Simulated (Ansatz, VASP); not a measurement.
One calculation of Pd, two programs

File INCAR:

```
PREC = Accurate
ENCUT = 520
EDIFF = 1E-6
ISMEAR = -1
SIGMA = 0.03
LREAL = F
LASPH = T
NELM = 60
ALGO = Normal
ISIF = 2
LWAVE = F
LCHARG = F
GGA = PE
NBANDS = 11
```

Contents of KPOINTS:

```
Automatic mesh
0
Gamma
  13 13 13
```

The input POSCAR:

```
Pd
1.0
    2.6302256987      0.0000000000      0.0000000000
    0.0000000000      2.6302256987      0.0000000000
    0.0000000000      0.0000000000      2.6302256987
Pd
1
Direct
    0.0000000000      0.0000000000      0.0000000000
```

Input for Ansatz:

```yaml
crystal:
  lattice:
    - [2.6302256987, 0.0, 0.0]
    - [0.0, 2.6302256987, 0.0]
    - [0.0, 0.0, 2.6302256987]
  atoms:
    - { symbol: Pd, position: [0.0, 0.0, 0.0] }
kpoints:
  mp_grid: { grid: [13, 13, 13] }
scf:
  occupations: { method: fermi_dirac, width: 0.03 }
hamiltonian:
  xc: pbe
  pseudopotentials: { kind: all_electron, lapw: { basis_error: 0.001 } }
output:
  forces: true
  stress: true
  eigenvalues: true
```

Change from the starting cell: volume scaled by 1.02.

Alike in both runs: task single point; functional PBE; k mesh 13 × 13 × 13; occupations fermi-dirac, width 0.03 eV; no spin polarisation.

|  | VASP | Ansatz |
| --- | --- | --- |
| version | VASP 6.6.1 | Ansatz 0.2.0 |
| potentials or method | VASP PAW PBE potentials, release 64 (Pd), cutoff 520 eV | all-electron LAPW, scalar-relativistic |

Ansatz gave:

| Item | Value |
| --- | --- |
| pressure (GPa) | -2.4 |

Task: What did VASP give for the same quantities?

Result: Pressure (GPa): -2.6.

Ansatz ran all-electron here, and VASP with PAW potentials.
